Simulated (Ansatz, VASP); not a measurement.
# Two plane-wave programs on Sn

Contents of INCAR:

```
PREC     = Accurate       # precision mode
ENCUT    = 520            # plane-wave cutoff, eV
EDIFF    = 1E-6           # SCF threshold, eV
ISMEAR   = 0              # smearing method
SIGMA    = 0.1            # smearing width, eV
LREAL    = F              # projectors in reciprocal space
LASPH    = T              # aspherical terms in the spheres
NELM     = 60             # most SCF steps
ALGO     = Fast           # electronic algorithm
ISIF     = 2              # what is computed and relaxed
LWAVE    = F              # write WAVECAR
LCHARG   = T              # write CHGCAR
GGA      = PS             # functional
LELF     = T              # ELF
LVHAR    = T            
NBANDS   = 21             # bands
```

Contents of KPOINTS:

```
Automatic mesh
0
Gamma
  12 12 12
```

The input POSCAR:

```
Sn
1.0
    0.0000000000      3.1689661820      3.1689661820
    3.1689661820      0.0000000000      3.1689661820
    3.1689661820      3.1689661820      0.0000000000
Sn
2
Direct
    0.0000000000      0.0000000000      0.0000000000
    0.2500000000      0.2500000000      0.2500000000
```

Input for Ansatz:

```yaml
crystal:
  lattice:
    - [0.0, 3.168966182, 3.168966182]
    - [3.168966182, 0.0, 3.168966182]
    - [3.168966182, 3.168966182, 0.0]
  atoms:
    - { symbol: Sn, position: [0.0, 0.0, 0.0] }
    - { symbol: Sn, position: [0.25, 0.25, 0.25] }
basis:
  ecutwfc: 420
kpoints:
  mp_grid: { grid: [12, 12, 12] }
hamiltonian:
  xc: pbesol
scf:
  occupations: { method: gaussian, width: 0.1 }
output:
  forces: true
  stress: true
  eigenvalues: true
```

Alike in both runs: task single point; functional PBEsol; k mesh 12 × 12 × 12; occupations gaussian, width 0.1 eV; no spin polarisation.

|  | VASP | Ansatz |
| --- | --- | --- |
| version | VASP 6.6.1 | Ansatz 0.2.0 |
| potentials or method | VASP PAW PBE potentials, release 64 (Sn_d), cutoff 520 eV | scalar-relativistic, plane waves, PAW |
| valence electrons in the cell | 28 | 28 |

```tsv
	VASP	Ansatz	Ansatz less VASP
gap on the k mesh at the Fermi level (eV)	none	none	-
pressure (GPa)	4.8	4.9	+0.08
```

VASP's potentials were made for PBE, not for PBEsol. A gap of «none» marks a metal or a gap that the smearing closes. The functional is the same, so the differences come from potentials, cutoffs and numerics.
